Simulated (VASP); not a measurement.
CoSn, 6 atoms in the cell. It takes space group P6/mmm (No. 191, hexagonal). Conventional cell: a = 5.367 Å, b = 5.367 Å, c = 3.943 Å, α = 90.00°, β = 90.00°, γ = 120.00°. Co (site symmetry mmm) has 6 Sn at 2.51 to 2.68 Å and 4 Co at 2.68 Å within 3.3 Å. Within 3.3 Å of Sn (site symmetry -6m2) lie 6 Co at 2.51 Å and 3 Sn at 3.10 Å. Within 3.5 Å of Sn (site symmetry 6/mmm) lie 6 Co at 2.68 Å.  This cell differs from its parent crystal: ratio of the length along z to the lengths across it x 0.92, volume and fractional coordinates fixed.

| Item | Value |
| --- | --- |
| Program | VASP 6.6.1 |
| Task | single point |
| Functional | PBEsol |
| Potentials or basis | VASP PAW PBE potentials, release 64 (Co, Sn_d) |
| Cutoff | 520 eV |
| k mesh | 12 × 12 × 12 |
| Occupations | gaussian, width 0.15 eV |
| Spin | no spin polarisation |
| Dipole correction | no |
| Further INCAR settings | ALGO = Fast; EDIFF = 1e-06; NBANDS = 44 |

Potentials or basis: VASP PAW PBE potentials, release 64 (Co, Sn_d).

The run is started by

```console
$ cat potpaw_PBE.64/Co/POTCAR potpaw_PBE.64/Sn_d/POTCAR > POTCAR
$ mpirun -np 1 vasp_std > vasp.out
```

Hardware: 1 thread of Intel(R) Xeon(R) 6975P-C (Granite Rapids), on a shared host.

Problem. Estimate the wall time of this run.

Solution. Wall time 5.8 min on 1 thread of Intel(R) Xeon(R) 6975P-C (Granite Rapids), on a shared host, peak memory 0.54 GiB. Counts: scf iterations 16, k points 133.
